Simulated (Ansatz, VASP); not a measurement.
**MgO in VASP and in Ansatz**

Contents of POSCAR:

```
MgO
1.0
    2.8574863958      0.0000000000      0.0000000000
   -1.4287427116      2.4746559820      0.0000000000
    0.0000000000      0.0000000000      2.6062268258
Mg O
1 1
Direct
    0.0000000000      0.0000000000      0.0000000000
    0.3333333333      0.6666666667      0.5000000000
```

INCAR.step1

```
PREC     = Accurate       # precision mode
ENCUT    = 520            # plane-wave cutoff, eV
ISMEAR   = 0              # smearing method
SIGMA    = 0.01           # smearing width, eV
LREAL    = F              # projectors in reciprocal space
LASPH    = T              # aspherical terms in the spheres
NELM     = 60             # most SCF steps
NBANDS   = 11             # bands
GGA      = PE             # functional
ALGO     = Normal         # electronic algorithm
EDIFF    = 1E-4           # SCF threshold, eV
LWAVE    = T              # write WAVECAR
LCHARG   = F              # write CHGCAR
```

File INCAR.step2:

```
PREC     = Accurate       # precision mode
ENCUT    = 520            # plane-wave cutoff, eV
EDIFF    = 1E-6           # SCF threshold, eV
ISMEAR   = 0              # smearing method
SIGMA    = 0.01           # smearing width, eV
LREAL    = F              # projectors in reciprocal space
LASPH    = T              # aspherical terms in the spheres
NELM     = 60             # most SCF steps
ALGO     = Normal         # electronic algorithm
ISIF     = 2              # what is computed and relaxed
LWAVE    = F              # write WAVECAR
LCHARG   = F              # write CHGCAR
METAGGA  = R2SCAN         # meta-GGA
LMIXTAU  = T            
NBANDS   = 11             # bands
ISTART   = 1
```

KPOINTS

```
regular mesh
0
Gamma
  12 12 8
```

Input for Ansatz:

```yaml
crystal:
  lattice:
    - [2.8574863957963497, 0.0, 0.0]
    - [-1.4287427116037617, 2.4746559820200837, 0.0]
    - [0.0, 0.0, 2.606226825842144]
  atoms:
    - { symbol: Mg, position: [0.0, 0.0, 0.0] }
    - { symbol: O, position: [0.3333333333333333, 0.6666666666666666, 0.5] }
basis:
  ecutwfc: 550.0
kpoints:
  mp_grid:
    grid: [12, 12, 8]
hamiltonian:
  xc: r2scan
  pseudopotentials:
    kind: paw
scf:
  occupations:
    method: fixed
output:
  stress: true
```

Alike in both runs: task single point; functional r2SCAN; k mesh 12 × 12 × 8; no spin polarisation.

|  | VASP | Ansatz |
| --- | --- | --- |
| version | VASP 6.6.1 | Ansatz 0.2.0 |
| potentials or method | VASP PAW PBE potentials, release 64 (Mg, O), cutoff 520 eV | plane waves, PAW |
| occupations | gaussian, width 0.01 eV | fixed |
| valence electrons in the cell | 8 | 16 |

```csv
,VASP,Ansatz,Ansatz less VASP
pressure (GPa),6.9,8.0,+1.07
"traceless stress, the component that is largest in VASP (GPa)",1.49,1.65,+0.161
```

VASP's potentials were made for PBE, not for r2SCAN. VASP's potentials hold 8 valence electrons a cell and Ansatz's 16, so a difference there can come from the potentials and not from the codes.
